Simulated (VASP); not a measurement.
Set up this calculation in VASP 6.6.1, as the native input.

```yaml
Task: single point
Functional: PBE
Potentials_or_basis: VASP PAW PBE potentials, release 64 (Rh_pv)
Cutoff: 520 eV
k_mesh: 25 × 25 × 25
Occupations: fermi-dirac, width 0.0612256 eV
Spin: no spin polarisation
Dipole_correction: no
Further_INCAR_settings: ALGO = Normal; EDIFF = 1e-06; NBANDS = 14
```

The structure of Rh lies in POSCAR:

```
Rh
1.0
    0.0000000000      1.9025902899      1.9025902899
    1.9025902899      0.0000000000      1.9025902899
    1.9025902899      1.9025902899      0.0000000000
Rh
1
Direct
    0.0000000000      0.0000000000      0.0000000000
```

These files were run (other wordings do the same):

INCAR

```
ALGO = Normal
EDIFF = 1E-6
ENCUT = 520
GGA = PE
ISIF = 2
ISMEAR = -1
LASPH = T
LCHARG = T
LELF = T
LREAL = F
LVHAR = T
LWAVE = F
NBANDS = 14
NELM = 100
PREC = Accurate
SIGMA = 0.06122561905347299
```

KPOINTS

```
k-points
0
Gamma
  25 25 25
```

Potentials or basis: VASP PAW PBE potentials, release 64 (Rh_pv).

Command:

```sh
$ cat potpaw_PBE.64/Rh_pv/POTCAR > POTCAR
$ mpirun -np 1 vasp_std > vasp.out
```

Results of the run:

```yaml
Pressure: 5.4 GPa
```

Wall time 2 min on 1 thread of AMD EPYC 7R13, on a shared host, peak memory 0.16 GiB.
